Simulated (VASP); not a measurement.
A run of VASP 6.6.1:

The input INCAR:

```
PREC = Accurate
ENCUT = 520
EDIFF = 1E-7
ISMEAR = 0
SIGMA = 0.05
LREAL = F
LASPH = T
NELM = 100
ALGO = Normal
ISIF = 2
LWAVE = F
LCHARG = F
GGA = PE
NBANDS = 22
```

Contents of KPOINTS:

```
Automatic mesh
0
Gamma
  5 5 5
```

POSCAR

```
InSb3
1.0
    0.0000000000      3.7945550000      3.7945550000
    3.7945550000      0.0000000000      3.7945550000
    3.7945550000      3.7945550000      0.0000000000
Sb In
3 1
Direct
    0.5054790000      0.5113180000      0.4848070000
    0.7513440000      0.7508040000      0.7319410000
    0.2428190000      0.2631560000      0.2466500000
   -0.0085640000     -0.0051780000      0.0091680000
```

Potentials or basis: VASP PAW PBE potentials, release 64 (Sb, In_d).

The run is started by

```console
$ cat potpaw_PBE.64/Sb/POTCAR potpaw_PBE.64/In_d/POTCAR > POTCAR
$ mpirun -np 1 vasp_std > vasp.out
```

Hardware: 1 thread of Intel(R) Xeon(R) Platinum 8375C CPU @ 2.90GHz (Ice Lake) (shared host).

How long does it take, and how much memory?

It took 110 s on 1 thread of Intel(R) Xeon(R) Platinum 8375C CPU @ 2.90GHz (Ice Lake), with other jobs on the host, peak memory 0.32 GiB. Counts: scf iterations 13, k points 63.
